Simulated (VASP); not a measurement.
# InP (F-43m) in VASP: single point with HSE06

Aim: the single point of InP with HSE06.

Everything below comes from runs of VASP 6.6.1. Logs are shortened: lines on timing, memory, paths and dates and some standing lists are left out, and cuts for length are marked.

## (1) The cell of the first run

The structure is cubic, space group F-43m (No. 216). Conventional cell: a = 5.908 Å, b = 5.908 Å, c = 5.908 Å, α = 90.00°, β = 90.00°, γ = 90.00°. In (site symmetry -43m) has 4 P at 2.56 Å within 3.4 Å. P (site symmetry -43m) has 4 In at 2.56 Å within 3.4 Å.

## (2) Single point, HSE06

File POSCAR:

```
InP
1.0
    0.0000000000      2.9537876348      2.9537876348
    2.9537876348      0.0000000000      2.9537876348
    2.9537876348      2.9537876348      0.0000000000
In P
1 1
Direct
    0.0000000000      0.0000000000      0.0000000000
    0.2500000000      0.2500000000      0.2500000000
```

File INCAR.step1:

```
SYSTEM = InP
PREC = Accurate
ENCUT = 520
EDIFF = 1E-5
ISMEAR = 0
SIGMA = 0.01
LREAL = .FALSE.
LASPH = .TRUE.
NELM = 100
ALGO = Normal
ISIF = 2
LWAVE = .TRUE.
LCHARG = .FALSE.
NBANDS = 16
GGA = PE
```

File INCAR.step2:

```
SYSTEM = InP
PREC = Accurate
ENCUT = 520
EDIFF = 1E-6
ISMEAR = 0
SIGMA = 0.01
LREAL = .FALSE.
LASPH = .TRUE.
NELM = 100
ALGO = Normal
ISIF = 2
LWAVE = .FALSE.
LCHARG = .FALSE.
GGA = PE
LHFCALC = .TRUE.
HFSCREEN = 0.2079
PRECFOCK = Normal
NBANDS = 16
ISTART = 1
```

File KPOINTS:

```
Automatic mesh
0
G
  6 6 6
  0 0 0
```

Potentials or basis: VASP PAW PBE potentials, release 64 (In_d, P).

Launch:

```
$ cat potpaw_PBE.64/In_d/POTCAR potpaw_PBE.64/P/POTCAR > POTCAR
$ cp INCAR.step1 INCAR
$ mpirun -np 1 vasp_std > vasp.out
$ cp INCAR.step2 INCAR
$ mpirun -np 1 vasp_std > vasp.out
```

OUTCAR:

```text
SYSTEM = InP
   PREC = Accurate
   ENCUT = 520
   EDIFF = 1E-6
   ISMEAR = 0
   LREAL = .FALSE.
   LASPH = .TRUE.
   NELM = 100
   ISIF = 2
   GGA = PE
   LHFCALC = .TRUE.
   HFSCREEN = 0.2079
   PRECFOCK = Normal
   ISTART = 1

 ion  position               nearest neighbor table
   1  0.000  0.000  0.000-   2 2.56   2 2.56   2 2.56   2 2.56
   2  0.250  0.250  0.250-   1 2.56   1 2.56   1 2.56   1 2.56

  LATTYP: Found a face centered cubic cell.
 ALAT       =     5.9075752696

  Lattice vectors:

 A1 = (   0.0000000000,   2.9537876348,   2.9537876348)
 A2 = (   2.9537876348,   0.0000000000,   2.9537876348)
 A3 = (   2.9537876348,   2.9537876348,   0.0000000000)

Analysis of symmetry for initial positions (statically):
=====================================================================
 Subroutine PRICEL returns:
 Original cell was already a primitive cell.

 Routine SETGRP: Setting up the symmetry group for a
 face centered cubic supercell.

 Subroutine GETGRP returns: Found 24 space group operations
 (whereof 24 operations were pure point group operations)
 out of a pool of 48 trial point group operations.

The static configuration has the point symmetry T_d .

Analysis of symmetry for dynamics (positions and initial velocities):
=====================================================================
 Subroutine PRICEL returns:
 Original cell was already a primitive cell.

 Routine SETGRP: Setting up the symmetry group for a
 face centered cubic supercell.

 Subroutine GETGRP returns: Found 24 space group operations
 (whereof 24 operations were pure point group operations)
 out of a pool of 48 trial point group operations.

The dynamic configuration has the point symmetry T_d .

 Subroutine INISYM returns: Found 24 space group operations
 (whereof 24 operations are pure point group operations),
 and found     1 'primitive' translations

----------------------------------------------------------------------------------------

                                     Primitive cell

  volume of cell :      51.5428

  direct lattice vectors                    reciprocal lattice vectors
     0.000000000  2.953787635  2.953787635    -0.169274187  0.169274187  0.169274187
     2.953787635  0.000000000  2.953787635     0.169274187 -0.169274187  0.169274187
     2.953787635  2.953787635  0.000000000     0.169274187  0.169274187 -0.169274187

  length of vectors
     4.177286534  4.177286534  4.177286534     0.293191492  0.293191492  0.293191492
[... 79 lines left out ...]
   ISYM   =      3    0-nonsym 1-usesym 2-fastsym
   POTIM  = 0.5000    time-step for ionic-motion
   TEBEG  =    0.0;   TEEND  =   0.0 temperature during run
   PSTRESS=    0.0 pullay stress
   NELECT =      18.0000    total number of electrons
   NUPDOWN=      -1.0000    fix difference up-down
   EMIN   =  10.00;   EMAX   =-10.00  energy-range for DOS
   EFERMI =   0.00;   METHOD = LEGACY
   ISMEAR =     0;   SIGMA  =   0.01  broadening in eV -4-tet -1-fermi 0-gaus
   EFERMI_NEDOS =   21; number of points for ismear=-14 and -15
   IALGO  =     38    algorithm
   IMIX   =      1    mixing-type and parameters
     AMIX     =   0.40;   BMIX     =  1.00
     AMIX_MAG =   1.60;   BMIX_MAG =  1.00
  volume/ion in A,a.u.               =      25.77       173.91
  Fermi-wavevector in a.u.,A,eV,Ry     =   1.152860  2.178589 18.083301  1.329085
  Thomas-Fermi vector in A             =   2.289508
   LORBIT       =      0    0 simple, 1 ext, 2 COOP (PROOUT), +10 PAW based schemes
   GGA     = PE    functional components
   LHFCALC =     T    Hartree Fock is set to
   PRECFOCK=normal    Normal, Fast or Accurate (Low or Medium for compatibility)
   ENCUT4O =  -1.0   cutoff for four orbital integrals eV
   NKREDX  =     1    reduce k-point grid by
   NKREDY  =     1    reduce k-point grid by
   NKREDZ  =     1    reduce k-point grid by
   AEXX    =    0.2500 exact exchange contribution
   HFSCREEN=    0.2079 screening length (either q_TF or 0.3 A-1)
   HFSCREENC=   0.2079 screening length for correlation (either q_TF or 0.3 A-1)
   ENCUTFOCK=  -1.0 apply spherical cutoff to Coloumb kernel
   IVDW    =     0    specifies the selected vdW correction
   LEPSILON=     F    determine dielectric tensor
   LRPA    =     F    only Hartree local field effects (RPA)
 non-spin polarized calculation
 Gauss-broadening in eV      SIGMA  =   0.01
  energy-cutoff  :      520.00
  volume of cell :       51.54
 maximum number of plane-waves:      1411
  NGX = 24; NGY = 24; NGZ = 24

 number of electron      18.0000009 magnetization

 Free energy of the ion-electron system (eV)
  ---------------------------------------------------
  ext. energy  EPLUGINS =         0.00000000
  ---------------------------------------------------
  free energy    TOTEN  =        -9.98565997 eV

  energy without entropy =       -9.98565997  energy(sigma->0) =       -9.98565997

 E-fermi :   4.5968     XC(G=0):  -7.6479

 val. band max:        4.5145735683   @ k =   0.0000   0.0000   0.0000
 cond. band min:       5.8682519348   @ k =   0.0000   0.0000   0.0000
 fundamental gap:      1.3536783664
 Fermi energy:         4.5968178977

 k-point     1 :       0.0000    0.0000    0.0000
  band No.  band energies     occupation
      1     -11.3306      2.00000
      2     -11.3306      2.00000
      3     -11.3306      2.00000
      4     -11.1806      2.00000
      5     -11.1806      2.00000
      6      -8.0575      2.00000
[... 281 lines left out ...]
      3     -11.2391      2.00000
      4     -11.2072      2.00000
      5     -11.1614      2.00000
      6      -5.5272      2.00000
[... 8 lines left out ...]
     15      16.9466      0.00000
     16      17.6284      0.00000

------------------------ aborting loop because EDIFF is reached ----------------------------------------

  FORCE on cell =-STRESS in cart. coord.  units (eV):
  Direction    XX          YY          ZZ          XY          YZ          ZX
  --------------------------------------------------------------------------------------
  -------------------------------------------------------------------------------------
  Total       -0.1186200     -0.1186200     -0.1186200      0.0000000      0.0000000     -0.0000000
  in kB       -3.6872346     -3.6872346     -3.6872346      0.0000000      0.0000000     -0.0000000
  external PRESSURE =      -3.6872346 kB  Pullay stress =       0.0000000 kB

 VOLUME and BASIS-vectors are now :
 -----------------------------------------------------------------------------
  energy-cutoff  :      520.00
  volume of cell :       51.54
      direct lattice vectors                 reciprocal lattice vectors
     0.000000000  2.953787635  2.953787635    -0.169274187  0.169274187  0.169274187
     2.953787635  0.000000000  2.953787635     0.169274187 -0.169274187  0.169274187
     2.953787635  2.953787635  0.000000000     0.169274187  0.169274187 -0.169274187

 POSITION                                       TOTAL-FORCE (eV/Angst)
 -----------------------------------------------------------------------------------
      0.00000      0.00000      0.00000         0.000000      0.000000      0.000000
      1.47689      1.47689      1.47689        -0.000000     -0.000000     -0.000000
 -----------------------------------------------------------------------------------
    total drift:                                0.000062      0.000051      0.000036

  FREE ENERGIE OF THE ION-ELECTRON SYSTEM (eV)
  ---------------------------------------------------
  free  energy   TOTEN  =        -9.9856599743 eV

  energy  without entropy=       -9.9856599743  energy(sigma->0) =       -9.98565997
```

Wall time 53 min (1 thread of Oxide Virtual Turin-like, shared host); peak memory 0.27 GiB.

Results:

```yaml
Free_energy: -9.9857 eV
Pressure: -0.4 GPa
Band_gap_on_the_k_mesh: 1.35 eV
```

Levels at points of the mesh, in eV from the valence-band top:
| k point | band 5 | band 6 | band 7 | band 8 | band 9 | band 10 | band 11 | band 12 | band 13 | band 14 |
| --- | --- | --- | --- | --- | --- | --- | --- | --- | --- | --- |
| (0.00, 0.00, 0.00) | -15.70 | -12.57 | 0.00 | 0.00 | 0.00 | 1.35 | 4.91 | 4.91 | 4.91 | 9.46 |
| (0.50, 0.00, 0.00) | -15.68 | -10.78 | -6.11 | -1.02 | -1.02 | 2.19 | 5.65 | 5.65 | 7.98 | 10.45 |
| (0.50, 0.50, 0.00) | -15.66 | -10.10 | -6.13 | -2.45 | -2.45 | 2.40 | 2.99 | 10.26 | 10.74 | 10.74 |

Caveat: the PAW data sets were made with another functional, which shifts forces and pressure a little; spin-orbit coupling is left out, which moves the levels of the heavy elements.
